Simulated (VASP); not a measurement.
# MnNb (F-43m) in VASP: a series of runs

The runs below take MnNb through single point, relaxation of cell and atoms, with PBE.

All numbers are computed with VASP 6.6.1; they aren't measurements. Logs are shortened: lines on timing, memory, paths and dates and some standing lists are left out, and cuts for length are marked.

## (1) The cell of the first run

It takes space group F-43m (No. 216, cubic). Conventional cell: a = 5.432 Å, b = 5.432 Å, c = 5.432 Å, α = 90.00°, β = 90.00°, γ = 90.00°. Within 3.1 Å of Mn (site symmetry -43m) lie 4 Nb at 2.35 Å. Within 3.1 Å of Nb (site symmetry -43m) lie 4 Mn at 2.35 Å.

## (2) Single point, PBE

INCAR reads:

```
ALGO     = Normal         # electronic algorithm
EDIFF    = 1E-7           # SCF threshold, eV
ENCUT    = 520            # plane-wave cutoff, eV
GGA      = PE             # functional
ISIF     = 2              # what is computed and relaxed
ISMEAR   = 0              # smearing method
LASPH    = T              # aspherical terms in the spheres
LCHARG   = F              # write CHGCAR
LREAL    = F              # projectors in reciprocal space
LWAVE    = F              # write WAVECAR
NBANDS   = 20             # bands
NELM     = 80             # most SCF steps
PREC     = Accurate       # precision mode
SIGMA    = 0.1            # smearing width, eV
```

KPOINTS reads:

```
k-points
0
Gamma
  6 6 6
```

POSCAR reads:

```
MnNb
1.0
    0.0000000000      2.7160304271      2.7160304271
    2.7160304271      0.0000000000      2.7160304271
    2.7160304271      2.7160304271      0.0000000000
Mn Nb
1 1
Direct
    0.0000000000      0.0000000000      0.0000000000
    0.7500000000      0.7500000000      0.7500000000
```

Potentials or basis: VASP PAW PBE potentials, release 64 (Mn_pv, Nb_sv).

The run is started by

```console
> cat potpaw_PBE.64/Mn_pv/POTCAR potpaw_PBE.64/Nb_sv/POTCAR > POTCAR
> mpirun -np 1 vasp_std > vasp.out
```

OUTCAR:

```text
EDIFF = 1E-7
   ENCUT = 520
   GGA = PE
   ISIF = 2
   ISMEAR = 0
   LASPH = T
   LREAL = F
   NELM = 80
   PREC = Accurate

 ion  position               nearest neighbor table
   1  0.000  0.000  0.000-   2 2.35   2 2.35   2 2.35   2 2.35
   2  0.750  0.750  0.750-   1 2.35   1 2.35   1 2.35   1 2.35

  LATTYP: Found a face centered cubic cell.
 ALAT       =     5.4320608542

  Lattice vectors:

 A1 = (   0.0000000000,   2.7160304271,   2.7160304271)
 A2 = (   2.7160304271,   0.0000000000,   2.7160304271)
 A3 = (   2.7160304271,   2.7160304271,   0.0000000000)

Analysis of symmetry for initial positions (statically):
=====================================================================
 Subroutine PRICEL returns:
 Original cell was already a primitive cell.

 Routine SETGRP: Setting up the symmetry group for a
 face centered cubic supercell.

 Subroutine GETGRP returns: Found 24 space group operations
 (whereof 24 operations were pure point group operations)
 out of a pool of 48 trial point group operations.

The static configuration has the point symmetry T_d .

Analysis of symmetry for dynamics (positions and initial velocities):
=====================================================================
 Subroutine PRICEL returns:
 Original cell was already a primitive cell.

 Routine SETGRP: Setting up the symmetry group for a
 face centered cubic supercell.

 Subroutine GETGRP returns: Found 24 space group operations
 (whereof 24 operations were pure point group operations)
 out of a pool of 48 trial point group operations.

The dynamic configuration has the point symmetry T_d .

 Subroutine INISYM returns: Found 24 space group operations
 (whereof 24 operations are pure point group operations),
 and found     1 'primitive' translations

----------------------------------------------------------------------------------------

                                     Primitive cell

  volume of cell :      40.0713

  direct lattice vectors                    reciprocal lattice vectors
     0.000000000  2.716030427  2.716030427    -0.184092194  0.184092194  0.184092194
     2.716030427  0.000000000  2.716030427     0.184092194 -0.184092194  0.184092194
     2.716030427  2.716030427  0.000000000     0.184092194  0.184092194 -0.184092194

  length of vectors
     3.841047066  3.841047066  3.841047066     0.318857033  0.318857033  0.318857033

  position of ions in fractional coordinates (direct lattice)
     0.000000000  0.000000000  0.000000000
     0.750000000  0.750000000  0.750000000

  ion indices of the primitive-cell ions
   primitive index   ion index
                 1           1
                 2           2

----------------------------------------------------------------------------------------

 KPOINTS: k-points

Automatic generation of k-mesh.
 Grid dimensions read from file:
 generate k-points for:    6    6    6

 Generating k-lattice:

  Cartesian coordinates                     Fractional coordinates (reciprocal lattice)
    -0.030682032  0.030682032  0.030682032     0.166666667  0.000000000  0.000000000
     0.030682032 -0.030682032  0.030682032     0.000000000  0.166666667  0.000000000
     0.030682032  0.030682032 -0.030682032     0.000000000  0.000000000  0.166666667

  Length of vectors
     0.053142839  0.053142839  0.053142839

  Shift w.r.t. Gamma in fractional coordinates (k-lattice)
     0.000000000  0.000000000  0.000000000

 Subroutine IBZKPT returns following result:
 ===========================================

 Found     16 irreducible k-points:

 Following reciprocal coordinates:
            Coordinates               Weight
  0.000000  0.000000  0.000000      1.000000
  0.166667  0.000000  0.000000      8.000000
  0.333333  0.000000  0.000000      8.000000
  0.500000  0.000000  0.000000      4.000000
  0.166667  0.166667  0.000000      6.000000
  0.333333  0.166667  0.000000     24.000000
[... 8 lines left out ...]
 -0.333333  0.333333  0.166667     24.000000
 -0.333333  0.500000  0.166667     12.000000
   k-points           NKPTS =     16   k-points in BZ     NKDIM =     16   number of bands    NBANDS=     20
   number of dos      NEDOS =    301   number of ions     NIONS =      2
   total plane-waves  NPLWV =  27000
   dimension x,y,z NGX =    30 NGY =   30 NGZ =   30
   dimension x,y,z NGXF=    60 NGYF=   60 NGZF=   60
   ions per type =               1   1
   NGX,Y,Z   is equivalent  to a cutoff of  12.98, 12.98, 12.98 a.u.
   NGXF,Y,Z  is equivalent  to a cutoff of  25.97, 25.97, 25.97 a.u.
 SYSTEM =  unknown system
   PREC   = accura    normal or accurate (medium, high low for compatibility)
   ISTART =      0    job   : 0-new  1-cont  2-samecut
   ICHARG =      2    charge: 1-file 2-atom 10-const
   ISPIN  =      1    spin polarized calculation?
   LNONCOLLINEAR =      F non collinear calculations
   LSORBIT =      F    spin-orbit coupling
   LASPH  =      T    aspherical Exc in radial PAW
   ENCUT  =  520.0 eV  38.22 Ry    6.18 a.u.   7.14  7.14  7.14*2*pi/ulx,y,z
   NELM   =     80;   NELMIN=  2; NELMDL= -5     # of ELM steps
   EDIFF  = 0.1E-06   stopping-criterion for ELM
   LREAL  =      F    real-space projection
   EDIFFG = 0.1E-05   stopping-criterion for IOM
   NSW    =      0    number of steps for IOM
   IBRION =     -1    ionic relax: 0-MD 1-quasi-New 2-CG
   NFREE  =      0    steps in history (QN), initial steepest desc. (CG)
   ISIF   =      2    stress and relaxation
   ISYM   =      2    0-nonsym 1-usesym 2-fastsym
   POTIM  = 0.5000    time-step for ionic-motion
   TEBEG  =    0.0;   TEEND  =   0.0 temperature during run
   PSTRESS=    0.0 pullay stress
   NELECT =      26.0000    total number of electrons
   NUPDOWN=      -1.0000    fix difference up-down
   EMIN   =  10.00;   EMAX   =-10.00  energy-range for DOS
   EFERMI =   0.00;   METHOD = LEGACY
   ISMEAR =     0;   SIGMA  =   0.10  broadening in eV -4-tet -1-fermi 0-gaus
   EFERMI_NEDOS =   21; number of points for ismear=-14 and -15
   IALGO  =     38    algorithm
   IMIX   =      4    mixing-type and parameters
     AMIX     =   0.40;   BMIX     =  1.00
     AMIX_MAG =   1.60;   BMIX_MAG =  1.00
  volume/ion in A,a.u.               =      20.04       135.21
  Fermi-wavevector in a.u.,A,eV,Ry     =   1.417277  2.678265 27.329659  2.008673
  Thomas-Fermi vector in A             =   2.538524
   LORBIT       =      0    0 simple, 1 ext, 2 COOP (PROOUT), +10 PAW based schemes
   GGA     = PE    functional components
   LHFCALC =     F    Hartree Fock is set to
   AEXX    =    0.0000 exact exchange contribution
   IVDW    =     0    specifies the selected vdW correction
   LEPSILON=     F    determine dielectric tensor
   LRPA    =     F    only Hartree local field effects (RPA)
 non-spin polarized calculation
 Gauss-broadening in eV      SIGMA  =   0.10
  energy-cutoff  :      520.00
  volume of cell :       40.07
 maximum number of plane-waves:      1106
 NGX is ok and might be reduce to    30
   NGX = 15   NGY = 15   NGZ = 15

 number of electron      26.0000014 magnetization

 Free energy of the ion-electron system (eV)
  ---------------------------------------------------
  ext. energy  EPLUGINS =         0.00000000
  ---------------------------------------------------
  free energy    TOTEN  =       -15.51354040 eV

  energy without entropy =      -15.49621500  energy(sigma->0) =      -15.50487770

 E-fermi :   6.7016     XC(G=0): -10.9536

 val. band max:        6.6135072092   @ k =   0.3333   0.0000   0.0000
 cond. band min:       6.7149184213   @ k =   0.3333   0.1667   0.0000
 fundamental gap:      0.1014112121
 Fermi energy:         6.7016128271

 k-point     1 :       0.0000    0.0000    0.0000
  band No.  band energies     occupation
      1     -47.5618      2.00000
      2     -40.3547      2.00000
      3     -40.3547      2.00000
      4     -40.3547      2.00000
      5     -23.6744      2.00000
      6     -23.6744      2.00000
[... 12 lines left out ...]
     19      18.0733      0.00000
     20      18.7958      0.00000

 k-point     2 :       0.1667    0.0000    0.0000
  band No.  band energies     occupation
      1     -47.5641      2.00000
      2     -40.3555      2.00000
      3     -40.3555      2.00000
      4     -40.3499      2.00000
      5     -23.6932      2.00000
      6     -23.6743      2.00000
[... 12 lines left out ...]
     19      16.6696      0.00000
     20      18.0535      0.00000

 k-point     3 :       0.3333    0.0000    0.0000
  band No.  band energies     occupation
      1     -47.5687      2.00000
      2     -40.3571      2.00000
      3     -40.3571      2.00000
      4     -40.3404      2.00000
      5     -23.7301      2.00000
      6     -23.6741      2.00000
[... 12 lines left out ...]
     19      13.4340      0.00000
     20      16.8789      0.00000

 k-point     4 :       0.5000    0.0000    0.0000
  band No.  band energies     occupation
      1     -47.5710      2.00000
      2     -40.3578      2.00000
      3     -40.3578      2.00000
      4     -40.3356      2.00000
      5     -23.7482      2.00000
      6     -23.6740      2.00000
[... 12 lines left out ...]
     19      11.4942      0.00000
     20      16.5781      0.00000

 k-point     5 :       0.1667    0.1667    0.0000
  band No.  band energies     occupation
      1     -47.5649      2.00000
      2     -40.3565      2.00000
      3     -40.3565      2.00000
      4     -40.3469      2.00000
      5     -23.6973      2.00000
      6     -23.6753      2.00000
[... 12 lines left out ...]
     19      17.2814      0.00000
     20      17.6394      0.00000

 k-point     6 :       0.3333    0.1667    0.0000
  band No.  band energies     occupation
      1     -47.5687      2.00000
      2     -40.3586      2.00000
      3     -40.3582      2.00000
      4     -40.3378      2.00000
      5     -23.7238      2.00000
      6     -23.6788      2.00000
[... 12 lines left out ...]
     19      14.3974      0.00000
     20      16.3021      0.00000

 k-point     7 :       0.5000    0.1667    0.0000
  band No.  band energies     occupation
      1     -47.5718      2.00000
      2     -40.3608      2.00000
      3     -40.3588      2.00000
      4     -40.3306      2.00000
      5     -23.7413      2.00000
      6     -23.6857      2.00000
[... 12 lines left out ...]
     19      11.5681      0.00000
     20      15.5512      0.00000

 k-point     8 :      -0.3333    0.1667    0.0000
  band No.  band energies     occupation
      1     -47.5710      2.00000
      2     -40.3610      2.00000
      3     -40.3579      2.00000
      4     -40.3324      2.00000
      5     -23.7345      2.00000
      6     -23.6877      2.00000
[... 12 lines left out ...]
     19      12.4126      0.00000
     20      15.1504      0.00000

 k-point     9 :      -0.1667    0.1667    0.0000
  band No.  band energies     occupation
      1     -47.5672      2.00000
      2     -40.3585      2.00000
      3     -40.3562      2.00000
      4     -40.3420      2.00000
      5     -23.7120      2.00000
      6     -23.6806      2.00000
[... 12 lines left out ...]
     19      15.4378      0.00000
     20      16.2728      0.00000

 k-point    10 :       0.3333    0.3333    0.0000
  band No.  band energies     occupation
      1     -47.5710      2.00000
      2     -40.3600      2.00000
      3     -40.3600      2.00000
      4     -40.3312      2.00000
      5     -23.7417      2.00000
      6     -23.6771      2.00000
[... 12 lines left out ...]
     19      14.3716      0.00000
     20      14.3716      0.00000

 k-point    11 :       0.5000    0.3333    0.0000
  band No.  band energies     occupation
      1     -47.5733      2.00000
      2     -40.3624      2.00000
      3     -40.3608      2.00000
      4     -40.3249      2.00000
      5     -23.7499      2.00000
      6     -23.6867      2.00000
[... 12 lines left out ...]
     19      11.7612      0.00000
     20      13.4776      0.00000

 k-point    12 :      -0.3333    0.3333    0.0000
  band No.  band energies     occupation
      1     -47.5733      2.00000
      2     -40.3638      2.00000
      3     -40.3597      2.00000
      4     -40.3245      2.00000
      5     -23.7342      2.00000
      6     -23.7040      2.00000
[... 12 lines left out ...]
     19      11.9332      0.00000
     20      12.5913      0.00000

 k-point    13 :       0.5000    0.5000    0.0000
  band No.  band energies     occupation
      1     -47.5741      2.00000
      2     -40.3618      2.00000
      3     -40.3618      2.00000
      4     -40.3234      2.00000
      5     -23.7633      2.00000
      6     -23.6779      2.00000
[... 12 lines left out ...]
     19      12.1524      0.00000
     20      12.1524      0.00000

 k-point    14 :       0.5000    0.3333    0.1667
  band No.  band energies     occupation
      1     -47.5718      2.00000
      2     -40.3619      2.00000
      3     -40.3593      2.00000
      4     -40.3290      2.00000
      5     -23.7352      2.00000
      6     -23.6908      2.00000
[... 12 lines left out ...]
     19      12.9384      0.00000
     20      13.7490      0.00000

 k-point    15 :      -0.3333    0.3333    0.1667
  band No.  band energies     occupation
      1     -47.5733      2.00000
      2     -40.3633      2.00000
      3     -40.3603      2.00000
      4     -40.3245      2.00000
      5     -23.7351      2.00000
      6     -23.7020      2.00000
[... 12 lines left out ...]
     19      11.1633      0.00000
     20      13.3209      0.00000

 k-point    16 :      -0.3333    0.5000    0.1667
  band No.  band energies     occupation
      1     -47.5741      2.00000
      2     -40.3630      2.00000
      3     -40.3618      2.00000
      4     -40.3222      2.00000
      5     -23.7455      2.00000
      6     -23.6958      2.00000
[... 12 lines left out ...]
     19      11.4088      0.00000
     20      12.0055      0.00000

------------------------ aborting loop because EDIFF is reached ----------------------------------------

  FORCE on cell =-STRESS in cart. coord.  units (eV):
  Direction    XX          YY          ZZ          XY          YZ          ZX
  --------------------------------------------------------------------------------------
  -------------------------------------------------------------------------------------
  Total        0.0620402      0.0620402      0.0620402      0.0000000     -0.0000000      0.0000000
  in kB        2.4805613      2.4805613      2.4805613      0.0000000     -0.0000000      0.0000000
  external PRESSURE =       2.4805613 kB  Pullay stress =       0.0000000 kB

 VOLUME and BASIS-vectors are now :
 -----------------------------------------------------------------------------
  energy-cutoff  :      520.00
  volume of cell :       40.07
      direct lattice vectors                 reciprocal lattice vectors
     0.000000000  2.716030427  2.716030427    -0.184092194  0.184092194  0.184092194
     2.716030427  0.000000000  2.716030427     0.184092194 -0.184092194  0.184092194
     2.716030427  2.716030427  0.000000000     0.184092194  0.184092194 -0.184092194

 POSITION                                       TOTAL-FORCE (eV/Angst)
 -----------------------------------------------------------------------------------
      0.00000      0.00000      0.00000         0.000000      0.000000     -0.000000
      4.07405      4.07405      4.07405        -0.000000     -0.000000      0.000000
 -----------------------------------------------------------------------------------
    total drift:                               -0.000002     -0.000002     -0.000002

  FREE ENERGIE OF THE ION-ELECTRON SYSTEM (eV)
  ---------------------------------------------------
  free  energy   TOTEN  =       -15.5135404041 eV

  energy  without entropy=      -15.4962150043  energy(sigma->0) =      -15.50487770
```

Wall time 16 s (1 thread of Intel Xeon 6975P-C, shared host); peak memory 0.17 GiB.

What came out:

| Quantity | Value |
| --- | --- |
| Free energy | -15.5135 eV |
| Pressure | 0.2 GPa |
| Band gap on the k mesh | zero (band 13 reaches 6.74 eV, above the bottom of band 14 at 6.61 eV) |

## (3) Relaxation of cell and atoms, PBE

This run uses another cell than the first one, of 16.13 Å³/atom, 0.805 times its volume.

INCAR reads:

```
SYSTEM = MnNb
PREC     = Accurate       ! precision mode
ENCUT    = 600            ! plane-wave cutoff, eV
EDIFF    = 1E-6           ! SCF threshold, eV
ISMEAR   = 0              ! smearing method
SIGMA    = 0.1            ! smearing width, eV
LREAL    = .False.        ! projectors in reciprocal space
LASPH    = .True.         ! aspherical terms in the spheres
NELM     = 100            ! most SCF steps
ALGO     = Normal         ! electronic algorithm
ISIF     = 3              ! what is computed and relaxed
LWAVE    = .False.        ! write WAVECAR
LCHARG   = .False.        ! write CHGCAR
GGA      = PE             ! functional
IBRION   = 2              ! ionic algorithm
NSW      = 90             ! ionic steps
EDIFFG   = -0.04          ! ionic threshold
```

KPOINTS reads:

```
Automatic mesh
0
Gamma
  6 6 6
  0 0 0
```

POSCAR reads:

```
MnNb
1.0
    0.0000000000      2.5268444724      2.5268444724
    2.5268444724      0.0000000000      2.5268444724
    2.5268444724      2.5268444724      0.0000000000
Mn Nb
1 1
Direct
    0.0000000000      0.0000000000      0.0000000000
    0.7500000000      0.7500000000      0.7500000000
```

Potentials or basis: VASP PAW PBE potentials, release 64 (Mn_pv, Nb_sv).

The run is started by

```console
> cat potpaw_PBE.64/Mn_pv/POTCAR potpaw_PBE.64/Nb_sv/POTCAR > POTCAR
> mpirun -np 1 vasp_std > vasp.out
```

It took 60 s on 1 thread of Intel Xeon 6975P-C, shared host; peak memory 0.18 GiB.

Results (log left out):

- Free energy: -15.5103 eV
- Relaxed volume: 20.09 Å³/atom
- Relaxed cell: a = 3.845 Å, b = 3.845 Å, c = 3.845 Å, α = 60.00°, β = 60.00°, γ = 60.00°
- Space group after relaxing (to 0.05 Å): F-43m (No. 216)
- Energy gained by relaxing: 328.6 meV/atom
- Ionic steps: 4
- Pressure after relaxing: 0.0 GPa
- Band gap on the k mesh: zero (band 13 reaches 6.71 eV, above the bottom of band 14 at 6.58 eV)

Step by step:
| step | energy change (eV) | largest force (eV/Å) | pressure (GPa) | volume (Å³) |
| --- | --- | --- | --- | --- |
| 1 | 0.0000 | 0.0000 | 32.57 | 32.27 |
| 2 | -0.1369 | 0.0000 | -13.93 | 50.14 |
| 3 | -0.6570 | 0.0000 | -0.45 | 40.36 |
| 4 | -0.6573 | 0.0000 | 0.04 | 40.18 |

Final structure:
```
Mn Nb
1.0
     0.00000    2.71857    2.71857
     2.71857    0.00000    2.71857
     2.71857    2.71857    0.00000
Mn Nb
1 1
Cartesian
  0.0000 0.0000 0.0000
  4.0779 4.0779 4.0779
```

Levels at points of the mesh, in eV from the Fermi level:
```
           k point  band 10  band 11  band 12  band 13  band 14  band 15  band 16  band 17
(0.00, 0.00, 0.00)    -1.58    -1.00    -1.00    -1.00     1.14     1.14     1.14     3.87
(0.50, 0.00, 0.00)    -1.52    -1.52    -1.03    -1.03     0.21     1.93     1.93     3.62
(0.50, 0.50, 0.00)    -1.00    -1.00    -0.14     0.02     0.09     1.99     3.40     3.73
```

Caveat: the volume moved by over 15 % at a fixed basis, so the end points are rough. Spin polarisation is off, so any magnetic state and its effect on volume and gap are missing.
